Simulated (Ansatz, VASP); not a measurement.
## One calculation of SnSe2, two programs

Contents of POSCAR:

```
SnSe2
1.0
    3.7868978371      0.0000000000      0.0000000000
   -1.8934489185      3.3126764934      0.0000000000
    0.0000000000      0.0000000000      6.2270790464
Sn Se
1 2
Direct
    0.0000000000      0.0000000000      0.0000000000
    0.3331776924      0.6663553849      0.2540392226
    0.6668223076      0.3336446151      0.7459607774
```

Contents of INCAR.step1:

```
PREC = Accurate
ENCUT = 520
ISMEAR = 0
SIGMA = 0.01
LREAL = False
LASPH = True
NELM = 80
NBANDS = 20
GGA = PE
ALGO = Normal
EDIFF = 1E-4
LWAVE = True
LCHARG = False
```

File INCAR.step2:

```
PREC = Accurate
ENCUT = 520
EDIFF = 1E-6
ISMEAR = 0
SIGMA = 0.01
LREAL = False
LASPH = True
NELM = 80
ALGO = Normal
ISIF = 2
LWAVE = False
LCHARG = True
METAGGA = R2SCAN
LMIXTAU = True
LELF = True
LVHAR = True
NBANDS = 20
ISTART = 1
```

Contents of KPOINTS:

```
regular mesh
0
Gamma
  12 12 4
```

Input for Ansatz:

```yaml
crystal:
  lattice:
    - [3.7868978371, 0.0, 0.0]
    - [-1.8934489185, 3.3126764934, 0.0]
    - [0.0, 0.0, 6.2270790464]
  atoms:
    - { symbol: Sn, position: [0.0, 0.0, 0.0] }
    - { symbol: Se, position: [0.3331776924, 0.6663553849, 0.2540392226] }
    - { symbol: Se, position: [0.6668223076, 0.3336446151, 0.7459607774] }
kpoints:
  mp_grid: { grid: [12, 12, 4] }
  band_path:
    path:
      - [0.0, 0.0, 0.0]
      - [0.5, 0.0, 0.0]
      - [0.3333333333, 0.3333333333, 0.0]
      - [0.0, 0.0, 0.5]
      - [0.5, 0.0, 0.5]
      - [0.3333333333, 0.3333333333, 0.5]
      - [0.0, 0.153646, -0.140625]
      - [0.458333, 0.0, -0.346354]
    npoints: 1
hamiltonian:
  xc: r2scan
scf:
  occupations: { method: fixed }
  n_extra_bands: 4
output:
  forces: true
  stress: true
  eigenvalues: true
```

Change from the starting cell: uniaxial_x strain -1.0%.

Alike in both runs: task single point; functional r2SCAN; k mesh 12 × 12 × 4; no spin polarisation.

|  | VASP | Ansatz |
| --- | --- | --- |
| version | VASP 6.6.1 | Ansatz 0.2.0 |
| potentials or method | VASP PAW PBE potentials, release 64 (Sn_d, Se) | plane waves, PAW |
| plane-wave cutoff (eV) | 520 | 500 |
| occupations | gaussian, width 0.01 eV | fixed |
| valence electrons in the cell | 26 | 46 |

VASP gave:

* gap on the k mesh at the Fermi level (eV): 0.99
* pressure (GPa): 1.5
* traceless stress, the component that is largest in VASP (GPa): 0.66
* rms of the force components (eV/Å): 0.010

What did Ansatz give for the same quantities?

gap on the k mesh at the Fermi level (eV): 0.99; pressure (GPa): 1.5; traceless stress, the component that is largest in VASP (GPa): 0.65; rms of the force components (eV/Å): 0.016.

VASP's potentials were made for PBE, not for r2SCAN. Atom by atom the forces differ by 0.006 eV/Å (rms over components). VASP's potentials hold 26 valence electrons a cell and Ansatz's 46, so a difference there can come from the potentials and not from the codes.
